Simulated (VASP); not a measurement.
Runs of VASP 6.6.1 on ZnCd3SO. The structure is that of space group P4/mmm (No. 123), or close to it. The cells are those of the table. 

```tsv
task	spin	cell	k mesh	k mesh for the DOS	occupations for the DOS	gap on the mesh (eV)	pressure (GPa)	moment (μB)	largest force (eV/Å)
single point	off	a = 3.600, b = 3.600, c = 10.282 Å, 6 atoms	10 × 10 × 4	-	-	none	0.3	-	0.03
single point	collinear, ferromagnetic start	a = 4.069, b = 4.069, c = 8.278 Å, 6 atoms	4 × 4 × 2	-	-	none	(b)	0.00	8.76
single point	collinear, ferromagnetic start	a = 3.600, b = 3.600, c = 10.208 Å, 6 atoms	6 × 6 × 2	-	-	none	0.4	0.00	0.05
single point	collinear, ferromagnetic start	a = 3.710, b = 3.710, c = 10.070 Å, 6 atoms	4 × 4 × 2	-	-	none	0.3	(a)	0.02
```

Alike in all rows: level PBE; potentials or basis VASP PAW PBE potentials, release 64 (Zn, Cd, S, O); cutoff (eV) 520; smearing gaussian 0.1 eV.

Q: Fill in the values left out.

A: (a) 0.54; (b) 23.0.

Caveats: some runs use coarse meshes; forces of over 1 eV/Å act on the atoms, so gaps and moduli don't describe the material at rest (some runs).

A k mesh can miss the band edges, and the runs leave out spin-orbit coupling on Cd.

A gap of «none» marks levels without a gap at the run's occupations.
